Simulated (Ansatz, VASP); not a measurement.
# C: VASP beside Ansatz

The input POSCAR:

```
C
1.0
    0.0000000000      1.7834000000      1.7834000000
    1.7834000000      0.0000000000      1.7834000000
    1.7834000000      1.7834000000      0.0000000000
C
2
Direct
    0.5000000000      0.5000000000      0.5000000000
    0.7500000000      0.7500000000      0.7500000000
```

The input INCAR.step1:

```
ALGO     = Normal         # electronic algorithm
EDIFF    = 1E-5           # SCF threshold, eV
ENCUT    = 660            # plane-wave cutoff, eV
GGA      = PE             # functional
GGA_COMPAT= F            
ISMEAR   = 0              # smearing method
LASPH    = T              # aspherical terms in the spheres
LCHARG   = F              # write CHGCAR
LREAL    = F              # projectors in reciprocal space
LWAVE    = T              # write WAVECAR
NBANDS   = 11             # bands
NELM     = 120            # most SCF steps
PREC     = Accurate       # precision mode
SIGMA    = 0.1            # smearing width, eV
```

INCAR.step2

```
ALGO     = Normal         # electronic algorithm
EDIFF    = 1E-6           # SCF threshold, eV
ENCUT    = 660            # plane-wave cutoff, eV
GGA_COMPAT= F            
ISIF     = 2              # what is computed and relaxed
ISMEAR   = 0              # smearing method
ISTART   = 1            
LASPH    = T              # aspherical terms in the spheres
LCHARG   = T              # write CHGCAR
LELF     = T              # ELF
LMIXTAU  = T            
LREAL    = F              # projectors in reciprocal space
LVHAR    = T            
LWAVE    = F              # write WAVECAR
METAGGA  = R2SCAN         # meta-GGA
NBANDS   = 11             # bands
NELM     = 120            # most SCF steps
PREC     = Accurate       # precision mode
SIGMA    = 0.1            # smearing width, eV
```

KPOINTS

```
k-points
0
Gamma
  8 8 8
```

Input for Ansatz:

```yaml
crystal:
  lattice:
    - [0.0, 1.7834, 1.7834]
    - [1.7834, 0.0, 1.7834]
    - [1.7834, 1.7834, 0.0]
  atoms:
    - { symbol: C, position: [0.5, 0.5, 0.5] }
    - { symbol: C, position: [0.75, 0.75, 0.75] }
basis:
  ecutwfc: 500
kpoints:
  mp_grid: { grid: [8, 8, 8] }
hamiltonian:
  xc: r2scan
scf:
  occupations: { method: gaussian, width: 0.1 }
output:
  forces: true
  stress: true
  eigenvalues: true
```

Alike in both runs: task single point; functional r2SCAN; k mesh 8 × 8 × 8; occupations gaussian, width 0.1 eV; no spin polarisation.

```csv
,VASP,Ansatz
version,VASP 6.6.1,Ansatz 0.2.0
potentials or method,"VASP PAW PBE potentials, release 64 (C), cutoff 660 eV","scalar-relativistic, plane waves, PAW"
valence electrons in the cell,8,8
```

|  | VASP | Ansatz | Ansatz less VASP |
| --- | --- | --- | --- |
| gap on the k mesh at the Fermi level (eV) | 4.33 | 4.35 | +0.027 |
| least direct gap on the mesh (eV) | 5.84 | 5.88 | +0.044 |
| pressure (GPa) | -2.3 | -2.4 | -0.12 |

VASP's potentials were made for PBE, not for r2SCAN.
